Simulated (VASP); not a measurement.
Write the native input for VASP 6.6.1 that does the following.

| Property | Result |
| --- | --- |
| Task | single point |
| Functional | PBE |
| Potentials or basis | VASP PAW PBE potentials, release 64 (Cd, Se) |
| Cutoff | 520 eV |
| k mesh | 11 × 11 × 11 |
| Occupations | fermi-dirac, width 0.08 eV |
| Spin | no spin polarisation |
| Dipole correction | no |
| Further INCAR settings | ALGO = Normal; EDIFF = 1e-07; NBANDS = 16 |

The structure of CdSe (zincblende type) lies in POSCAR:

```
CdSe
1.0
    0.0000000000      2.9103530355      2.9103530355
    2.9103530355      0.0000000000      2.9103530355
    2.9103530355      2.9103530355      0.0000000000
Cd Se
1 1
Direct
    0.0000000000      0.0000000000      0.0000000000
    0.2500000000      0.2500000000      0.2500000000
```

The input as run:

INCAR

```
PREC = Accurate ; ENCUT = 520
EDIFF = 1E-7 ; ISMEAR = -1
SIGMA = 0.08 ; LREAL = F
LASPH = T ; NELM = 60
ALGO = Normal ; ISIF = 2
LWAVE = F ; LCHARG = F
GGA = PE ; NBANDS = 16
```

KPOINTS

```
regular mesh
0
Gamma
  11 11 11
```

Potentials or basis: VASP PAW PBE potentials, release 64 (Cd, Se).

Launch:

```console
$ cat potpaw_PBE.64/Cd/POTCAR potpaw_PBE.64/Se/POTCAR > POTCAR
$ mpirun -np 1 vasp_std > vasp.out
```

It gave:

```json
{
 "Pressure": "13.6 GPa",
 "Band gap on the k mesh": "0.88 eV, direct"
}
```

It took 24 s on 1 thread of Intel(R) Xeon(R) Platinum 8559C (Emerald Rapids), on a shared host, peak memory 0.2 GiB.
